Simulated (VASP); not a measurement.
# SnSe (CsCl type) (Pm-3m) in VASP: a series of runs, part 2 of 2

VASP 6.6.1.

### Step 3. Single point, PBE (13.71 Å³/atom)

The input, INCAR:

```
SYSTEM = SnSe
PREC = Accurate
ENCUT = 520
EDIFF = 1E-6
ISMEAR = -1
SIGMA = 0.08
LREAL = .FALSE.
LASPH = .TRUE.
NELM = 100
ALGO = Normal
ISIF = 2
LWAVE = .FALSE.
LCHARG = .TRUE.
GGA = PE
LELF = .TRUE.
LVHAR = .TRUE.
NBANDS = 17
```

The input, KPOINTS:

```
regular mesh
0
G
  14 14 14
  0 0 0
```

The input, POSCAR:

```
SnSe
1.0
    3.0155092091      0.0000000000      0.0000000000
    0.0000000000      3.0155092091      0.0000000000
    0.0000000000      0.0000000000      3.0155092091
Sn Se
1 1
Direct
    0.0000000000      0.0000000000      0.0000000000
    0.5000000000      0.5000000000      0.5000000000
```

Potentials or basis: VASP PAW PBE potentials, release 64 (Sn_d, Se).

The run is started by

```sh
$ cat potpaw_PBE.64/Sn_d/POTCAR potpaw_PBE.64/Se/POTCAR > POTCAR
$ mpirun -np 1 vasp_std > vasp.out
```

OUTCAR:

```text
SYSTEM = SnSe
   PREC = Accurate
   ENCUT = 520
   EDIFF = 1E-6
   ISMEAR = -1
   LREAL = .FALSE.
   LASPH = .TRUE.
   NELM = 100
   ISIF = 2
   GGA = PE

 ion  position               nearest neighbor table
   1  0.000  0.000  0.000-   2 2.61   2 2.61   2 2.61   2 2.61   2 2.61   2 2.61   2 2.61   2 2.61

   2  0.500  0.500  0.500-   1 2.61   1 2.61   1 2.61   1 2.61   1 2.61   1 2.61   1 2.61   1 2.61

  LATTYP: Found a simple cubic cell.
 ALAT       =     3.0155092091

  Lattice vectors:

 A1 = (   3.0155092091,   0.0000000000,   0.0000000000)
 A2 = (   0.0000000000,   3.0155092091,   0.0000000000)
 A3 = (   0.0000000000,   0.0000000000,   3.0155092091)

Analysis of symmetry for initial positions (statically):
=====================================================================
 Subroutine PRICEL returns:
 Original cell was already a primitive cell.

 Routine SETGRP: Setting up the symmetry group for a
 simple cubic supercell.

 Subroutine GETGRP returns: Found 48 space group operations
 (whereof 48 operations were pure point group operations)
 out of a pool of 48 trial point group operations.

The static configuration has the point symmetry O_h .

Analysis of symmetry for dynamics (positions and initial velocities):
=====================================================================
 Subroutine PRICEL returns:
 Original cell was already a primitive cell.

 Routine SETGRP: Setting up the symmetry group for a
 simple cubic supercell.

 Subroutine GETGRP returns: Found 48 space group operations
 (whereof 48 operations were pure point group operations)
 out of a pool of 48 trial point group operations.

The dynamic configuration has the point symmetry O_h .

 Subroutine INISYM returns: Found 48 space group operations
 (whereof 48 operations are pure point group operations),
 and found     1 'primitive' translations

----------------------------------------------------------------------------------------

                                     Primitive cell

  volume of cell :      27.4209

  direct lattice vectors                    reciprocal lattice vectors
     3.015509209  0.000000000  0.000000000     0.331618951  0.000000000  0.000000000
     0.000000000  3.015509209  0.000000000     0.000000000  0.331618951  0.000000000
     0.000000000  0.000000000  3.015509209     0.000000000  0.000000000  0.331618951

  length of vectors
     3.015509209  3.015509209  3.015509209     0.331618951  0.331618951  0.331618951

  position of ions in fractional coordinates (direct lattice)
     0.000000000  0.000000000  0.000000000
     0.500000000  0.500000000  0.500000000

  ion indices of the primitive-cell ions
   primitive index   ion index
                 1           1
                 2           2

----------------------------------------------------------------------------------------

 KPOINTS: regular mesh

Automatic generation of k-mesh.
 Grid dimensions read from file:
 generate k-points for:   14   14   14

 Generating k-lattice:

  Cartesian coordinates                     Fractional coordinates (reciprocal lattice)
     0.023687068  0.000000000  0.000000000     0.071428571  0.000000000  0.000000000
     0.000000000  0.023687068  0.000000000     0.000000000  0.071428571  0.000000000
     0.000000000  0.000000000  0.023687068     0.000000000  0.000000000  0.071428571

  Length of vectors
     0.023687068  0.023687068  0.023687068

  Shift w.r.t. Gamma in fractional coordinates (k-lattice)
     0.000000000  0.000000000  0.000000000

 Subroutine IBZKPT returns following result:
 ===========================================

 Found    120 irreducible k-points:

 Following reciprocal coordinates:
            Coordinates               Weight
  0.000000  0.000000  0.000000      1.000000
  0.071429  0.000000  0.000000      6.000000
  0.142857  0.000000  0.000000      6.000000
  0.214286  0.000000  0.000000      6.000000
  0.285714  0.000000  0.000000      6.000000
  0.357143  0.000000  0.000000      6.000000
[... 16 lines left out ...]
  0.285714  0.214286  0.000000     24.000000
  0.357143  0.214286  0.000000     24.000000
 [... further k-points ...]
   k-points           NKPTS =    120   k-points in BZ     NKDIM =    120   number of bands    NBANDS=     17
   number of dos      NEDOS =    301   number of ions     NIONS =      2
   total plane-waves  NPLWV =  13824
   dimension x,y,z NGX =    24 NGY =   24 NGZ =   24
   dimension x,y,z NGXF=    48 NGYF=   48 NGZF=   48
   ions per type =               1   1
   NGX,Y,Z   is equivalent  to a cutoff of  13.23, 13.23, 13.23 a.u.
   NGXF,Y,Z  is equivalent  to a cutoff of  26.46, 26.46, 26.46 a.u.
 SYSTEM =  SnSe
   PREC   = accura    normal or accurate (medium, high low for compatibility)
   ISTART =      0    job   : 0-new  1-cont  2-samecut
   ICHARG =      2    charge: 1-file 2-atom 10-const
   ISPIN  =      1    spin polarized calculation?
   LNONCOLLINEAR =      F non collinear calculations
   LSORBIT =      F    spin-orbit coupling
   LASPH  =      T    aspherical Exc in radial PAW
   ENCUT  =  520.0 eV  38.22 Ry    6.18 a.u.   5.61  5.61  5.61*2*pi/ulx,y,z
   NELM   =    100;   NELMIN=  2; NELMDL= -5     # of ELM steps
   EDIFF  = 0.1E-05   stopping-criterion for ELM
   LREAL  =      F    real-space projection
   EDIFFG = 0.1E-04   stopping-criterion for IOM
   NSW    =      0    number of steps for IOM
   IBRION =     -1    ionic relax: 0-MD 1-quasi-New 2-CG
   NFREE  =      0    steps in history (QN), initial steepest desc. (CG)
   ISIF   =      2    stress and relaxation
   ISYM   =      2    0-nonsym 1-usesym 2-fastsym
   POTIM  = 0.5000    time-step for ionic-motion
   TEBEG  =    0.0;   TEEND  =   0.0 temperature during run
   PSTRESS=    0.0 pullay stress
   NELECT =      20.0000    total number of electrons
   NUPDOWN=      -1.0000    fix difference up-down
   EMIN   =  10.00;   EMAX   =-10.00  energy-range for DOS
   EFERMI =   0.00;   METHOD = LEGACY
   ISMEAR =    -1;   SIGMA  =   0.08  broadening in eV -4-tet -1-fermi 0-gaus
   EFERMI_NEDOS =   21; number of points for ismear=-14 and -15
   IALGO  =     38    algorithm
   IMIX   =      4    mixing-type and parameters
     AMIX     =   0.40;   BMIX     =  1.00
     AMIX_MAG =   1.60;   BMIX_MAG =  1.00
  volume/ion in A,a.u.               =      13.71        92.52
  Fermi-wavevector in a.u.,A,eV,Ry     =   1.473638  2.784772 29.546537  2.171609
  Thomas-Fermi vector in A             =   2.588507
   LORBIT       =      0    0 simple, 1 ext, 2 COOP (PROOUT), +10 PAW based schemes
   GGA     = PE    functional components
   LHFCALC =     F    Hartree Fock is set to
   AEXX    =    0.0000 exact exchange contribution
   IVDW    =     0    specifies the selected vdW correction
   LEPSILON=     F    determine dielectric tensor
   LRPA    =     F    only Hartree local field effects (RPA)
 non-spin polarized calculation
  energy-cutoff  :      520.00
  volume of cell :       27.42
 maximum number of plane-waves:       756
 NGX is ok and might be reduce to    24
   NGX = 11   NGY = 11   NGZ = 11

 number of electron      20.0000006 magnetization

 Free energy of the ion-electron system (eV)
  ---------------------------------------------------
  ext. energy  EPLUGINS =         0.00000000
  ---------------------------------------------------
  free energy    TOTEN  =        -3.12710568 eV

  energy without entropy =       -3.11909003  energy(sigma->0) =       -3.12309785

 E-fermi :  15.9416     XC(G=0): -13.2283

 val. band max:       15.9237879316   @ k =   0.3571   0.3571   0.2857
 cond. band min:      15.9708760447   @ k =   0.2857   0.0714   0.0000
 fundamental gap:      0.0470881131
 Fermi energy:        15.9415544537

 k-point     1 :       0.0000    0.0000    0.0000
  band No.  band energies     occupation
      1      -7.0995      2.00000
      2      -7.0995      2.00000
      3      -6.6196      2.00000
      4      -6.6196      2.00000
      5      -6.6196      2.00000
      6      -4.3076      2.00000
[... 9 lines left out ...]
     16      30.6246      0.00000
     17      30.6657      0.00000
[... 441 lines left out ...]
 k-point    24 :       0.3571    0.2143    0.0000
  band No.  band energies     occupation
      1      -6.9799      2.00000
      2      -6.9465      2.00000
      3      -6.7554      2.00000
      4      -6.7108      2.00000
      5      -6.6692      2.00000
      6      -1.5842      2.00000
[... 9 lines left out ...]
     16      28.2869      0.00000
     17      28.3780      0.00000

 [... further k-points ...]

------------------------ aborting loop because EDIFF is reached ----------------------------------------

  FORCE on cell =-STRESS in cart. coord.  units (eV):
  Direction    XX          YY          ZZ          XY          YZ          ZX
  --------------------------------------------------------------------------------------
  -------------------------------------------------------------------------------------
  Total       19.9449461     19.9449461     19.9449461      0.0000000      0.0000000     -0.0000000
  in kB     1165.3636639   1165.3636639   1165.3636639      0.0000000      0.0000000     -0.0000000
  external PRESSURE =    1165.3636639 kB  Pullay stress =       0.0000000 kB

 VOLUME and BASIS-vectors are now :
 -----------------------------------------------------------------------------
  energy-cutoff  :      520.00
  volume of cell :       27.42
      direct lattice vectors                 reciprocal lattice vectors
     3.015509209  0.000000000  0.000000000     0.331618951  0.000000000  0.000000000
     0.000000000  3.015509209  0.000000000     0.000000000  0.331618951  0.000000000
     0.000000000  0.000000000  3.015509209     0.000000000  0.000000000  0.331618951

 POSITION                                       TOTAL-FORCE (eV/Angst)
 -----------------------------------------------------------------------------------
      0.00000      0.00000      0.00000         0.000000      0.000000      0.000000
      1.50775      1.50775      1.50775         0.000000      0.000000      0.000000
 -----------------------------------------------------------------------------------
    total drift:                                0.000000      0.000000      0.000000

  FREE ENERGIE OF THE ION-ELECTRON SYSTEM (eV)
  ---------------------------------------------------
  free  energy   TOTEN  =        -3.1271056768 eV

  energy  without entropy=       -3.1190900269  energy(sigma->0) =       -3.12309785
```

OSZICAR:

```text
N       E                     dE             d eps       ncg     rms          rms(c)
DAV:   1     0.137359525343E+03    0.13736E+03   -0.99536E+03  4294   0.185E+03
DAV:   2     0.621180623275E+01   -0.13115E+03   -0.12638E+03  4531   0.382E+02
DAV:   3    -0.313071550811E+01   -0.93425E+01   -0.92217E+01  4981   0.870E+01
DAV:   4    -0.328467468205E+01   -0.15396E+00   -0.15381E+00  4888   0.110E+01
DAV:   5    -0.328758850493E+01   -0.29138E-02   -0.29135E-02  5422   0.152E+00    0.831E+00
DAV:   6    -0.316685892156E+01    0.12073E+00   -0.10034E-01  5944   0.517E+00    0.506E+00
DAV:   7    -0.312950898289E+01    0.37350E-01   -0.66967E-02  6340   0.308E+00    0.712E-01
DAV:   8    -0.312710631905E+01    0.24027E-02   -0.10206E-02  6156   0.142E+00    0.130E-01
DAV:   9    -0.312710798227E+01   -0.16632E-05   -0.51719E-04  5351   0.322E-01    0.789E-02
DAV:  10    -0.312710546533E+01    0.25169E-05   -0.24373E-05  6147   0.505E-02    0.138E-02
DAV:  11    -0.312710567683E+01   -0.21150E-06   -0.67271E-06  5490   0.468E-02
   1 F= -.31271057E+01 E0= -.31230979E+01  d E =-.801565E-02
```

Wall time 19 s (1 thread of AMD EPYC 9R45 (Zen 5), shared host); peak memory 0.15 GiB.

What came out:

```yaml
Free_energy: -3.1271 eV
Pressure: 116.5 GPa
Band_gap_on_the_k_mesh: zero (bands 10 and 11 overlap by 6.34 eV)
```

Levels at points of the mesh, in eV from the Fermi level:
| k point | band 7 | band 8 | band 9 | band 10 | band 11 | band 12 | band 13 | band 14 |
| --- | --- | --- | --- | --- | --- | --- | --- | --- |
| (0.00, 0.00, 0.00) | -4.50 | -4.50 | -4.50 | -3.48 | 2.29 | 2.29 | 11.37 | 11.37 |
| (0.50, 0.00, 0.00) | -13.71 | -1.56 | -1.56 | 0.81 | 3.05 | 3.05 | 3.16 | 3.70 |
| (0.50, 0.50, 0.00) | -10.47 | -10.47 | -8.02 | -0.94 | 5.60 | 5.60 | 7.23 | 7.71 |
| (0.50, 0.50, 0.50) | -6.52 | -6.52 | -6.52 | -4.32 | -4.32 | -4.32 | -3.20 | 21.93 |

Caveat: the cell stands under pressure; spin-orbit coupling is left out, which moves the levels of the heavy elements.
